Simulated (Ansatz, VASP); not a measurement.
## KF in VASP and in Ansatz

```
K F
1.0
     3.01452    0.00000    0.00000
     0.00000    3.01452    0.00000
     0.00000    0.00000    3.17887
K F
1 1
Direct
  0.00000 0.00000 0.00000
  0.50000 0.50000 0.50000
```

Change from the starting cell: biaxial_xy strain -5.2%.

Alike in both runs: task single point; functional r2SCAN; k mesh 8 × 8 × 8; no spin polarisation.

|  | VASP | Ansatz |
| --- | --- | --- |
| version | VASP 6.6.1 | Ansatz 0.2.0 |
| potentials or method | VASP PAW PBE potentials, release 64 (K_sv, F) | plane waves, PAW |
| plane-wave cutoff (eV) | 520 | 500 |
| occupations | gaussian, width 0.01 eV | fixed |
| valence electrons in the cell | 16 | 16 |

VASP gave:

- gap on the k mesh at the Fermi level (eV): 8.56
- pressure (GPa): 6.0
- traceless stress, the component that is largest in VASP (GPa): -3.74

**Question.** What did Ansatz give for the same quantities?

**Answer.** gap on the k mesh at the Fermi level (eV): 8.55; pressure (GPa): 5.9; traceless stress, the component that is largest in VASP (GPa): -3.72.

VASP's potentials were made for PBE, not for r2SCAN.
